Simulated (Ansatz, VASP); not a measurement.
**LiNbO3 in VASP and in Ansatz**

```
Li Nb O
1.0
     2.57565    1.48705    4.62180
    -2.57565    1.48705    4.62180
     0.00000   -2.97410    4.62180
Li Nb O
2 2 6
Direct
  0.30210 0.30210 0.30210
  0.80210 0.80210 0.80210
  0.01920 0.01920 0.01920
  0.51920 0.51920 0.51920
  0.13110 0.37830 0.74050
  0.74050 0.13110 0.37830
  0.37830 0.74050 0.13110
  0.24050 0.87830 0.63110
  0.87830 0.63110 0.24050
  0.63110 0.24050 0.87830
```

Alike in both runs: task relaxation of the atoms; functional PBE; k mesh 5 × 5 × 5; no spin polarisation.

```csv
,VASP,Ansatz
version,VASP 6.6.1,Ansatz 0.2.0
potentials or method,"VASP PAW PBE potentials, release 64 (Li_sv, Nb_sv, O)","scalar-relativistic, plane waves, PAW"
plane-wave cutoff (eV),520,420
occupations,"gaussian, width 0.01 eV",fixed
valence electrons in the cell,68,68
```

```csv
,VASP,Ansatz,Ansatz less VASP
"gap on the k mesh at the Fermi level, each at its own relaxed structure (eV)",3.54,3.56,+0.025
```

Ansatz's warnings: stress scf threshold loose.

Noted on VASP's run: the cutoff is under 1.25 times that of the potentials, so the pressure is a little rough.
